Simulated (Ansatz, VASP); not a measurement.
## One calculation of TiCo3, two programs

```
Ti Co
1.0
     3.52825    0.00000    0.00000
     0.00000    3.52825    0.00000
     0.00000    0.00000    3.52825
Ti Co
1 3
Direct
  0.00000 0.00000 0.00000
  0.00000 0.50000 0.50000
  0.50000 0.00000 0.50000
  0.50000 0.50000 0.00000
```

Alike in both runs: functional PBEsol; k mesh 12 × 12 × 12; occupations gaussian, width 0.1 eV; collinear spin.

Ansatz relaxed the structure, and its values are those at the end. VASP's run is a single point on that final structure, the one shown.

|  | VASP | Ansatz |
| --- | --- | --- |
| version | VASP 6.6.1 | Ansatz 0.2.0 |
| potentials or method | VASP PAW PBE potentials, release 64 (Ti_sv, Co), cutoff 520 eV | scalar-relativistic, plane waves, PAW |
| valence electrons in the cell | 39 | 63 |

```csv
,VASP,Ansatz,Ansatz less VASP
gap on the k mesh at the Fermi level (eV),none,none,-
pressure (GPa),-0.7,0.0,+0.67
net moment per atom (μB),0.17,0.17,+0.002
size of the moment on the site where the two differ most (μB),0.26,0.27,+0.009
```

VASP's potentials were made for PBE, not for PBEsol. Site moments also hang on the region over which each program counts them. A gap of «none» marks a metal or a gap that the smearing closes. VASP's potentials hold 39 valence electrons a cell and Ansatz's 63, so a difference there can come from the potentials and not from the codes.
